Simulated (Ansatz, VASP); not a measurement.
One calculation of CuAu, two programs

File INCAR:

```
PREC = Accurate
ENCUT = 520
EDIFF = 1E-6
ISMEAR = 0
SIGMA = 0.15
LREAL = False
LASPH = True
NELM = 80
ALGO = Fast
ISIF = 2
LWAVE = False
LCHARG = False
GGA = PS
NBANDS = 18
```

Contents of KPOINTS:

```
Automatic mesh
0
Gamma
  18 18 14
```

The input POSCAR:

```
CuAu
1.0
    2.8840000000      0.0000000000      0.0000000000
    0.0000000000      2.8840000000      0.0000000000
    0.0000000000      0.0000000000      3.5599000000
Cu Au
1 1
Direct
    0.5000000000      0.5000000000      0.5000000000
    0.0000000000      0.0000000000      0.0000000000
```

Input for Ansatz:

```yaml
crystal:
  lattice:
    - [2.884, 0.0, 0.0]
    - [0.0, 2.884, 0.0]
    - [0.0, 0.0, 3.5599]
  atoms:
    - { symbol: Cu, position: [0.5, 0.5, 0.5] }
    - { symbol: Au, position: [0.0, 0.0, 0.0] }
basis:
  ecutwfc: 420
kpoints:
  mp_grid: { grid: [18, 18, 14] }
hamiltonian:
  xc: pbesol
scf:
  occupations: { method: gaussian, width: 0.15 }
output:
  forces: true
  stress: true
  eigenvalues: true
  write_density: true
  write_potential: true
  elf: true
  volumetric_format: npy
```

Change from the starting cell: strain +0.030 along x and y, -0.030 along z, atoms carried along.

Alike in both runs: task single point; functional PBEsol; k mesh 18 × 18 × 14; occupations gaussian, width 0.15 eV; no spin polarisation.

```csv
,VASP,Ansatz
version,VASP 6.6.1,Ansatz 0.2.0
potentials or method,"VASP PAW PBE potentials, release 64 (Cu, Au), cutoff 520 eV","scalar-relativistic, plane waves, PAW"
valence electrons in the cell,22,38
```

Ansatz gave:

```
gap on the k mesh at the Fermi level (eV)                     : none
pressure (GPa)                                                : -6.3
traceless stress, the component that is largest in VASP (GPa) : 0.60
```

Which values does VASP return?

gap on the k mesh at the Fermi level (eV): none; pressure (GPa): -6.3; traceless stress, the component that is largest in VASP (GPa): 0.65.

VASP's potentials were made for PBE, not for PBEsol. A gap of «none» marks a metal or a gap that the smearing closes. VASP's potentials hold 22 valence electrons a cell and Ansatz's 38, so a difference there can come from the potentials and not from the codes.

Spin-orbit coupling is off throughout.
